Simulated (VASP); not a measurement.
A run of VASP 6.6.1:

Contents of INCAR:

```
SYSTEM = Ga
ALGO = Fast
EDIFF = 1E-6
ENCUT = 520
GGA = RE
ISIF = 2
ISMEAR = -1
IVDW = 13
LASPH = .True.
LCHARG = .False.
LREAL = .False.
LWAVE = .False.
NBANDS = 20
NELM = 60
PREC = Accurate
SIGMA = 0.05
```

The input KPOINTS:

```
k-points
0
Gamma
  10 10 8
  0 0 0
```

File POSCAR:

```
Ga
1.0
    1.3915818189     -4.0074864143      0.0114367551
    1.3915818189      4.0074864143      0.0114367551
   -0.0906393426      0.0000000000      3.1315271205
Ga
2
Direct
    0.1345293731      0.8654706269      0.7500000000
    0.8654706269      0.1345293731      0.2500000000
```

Potentials or basis: VASP PAW PBE potentials, release 64 (Ga_d).

Run with:

```sh
$ cat potpaw_PBE.64/Ga_d/POTCAR > POTCAR
$ mpirun -np 1 vasp_std > vasp.out
```

Hardware: 1 thread of Intel(R) Xeon(R) 6975P-C (Granite Rapids) (shared host).

Problem. Estimate the wall time of this run.

Solution. Run time: 50 s on 1 thread of Intel(R) Xeon(R) 6975P-C (Granite Rapids), with other jobs on the host, peak memory 0.25 GiB. Counts: scf iterations 12, k points 227.
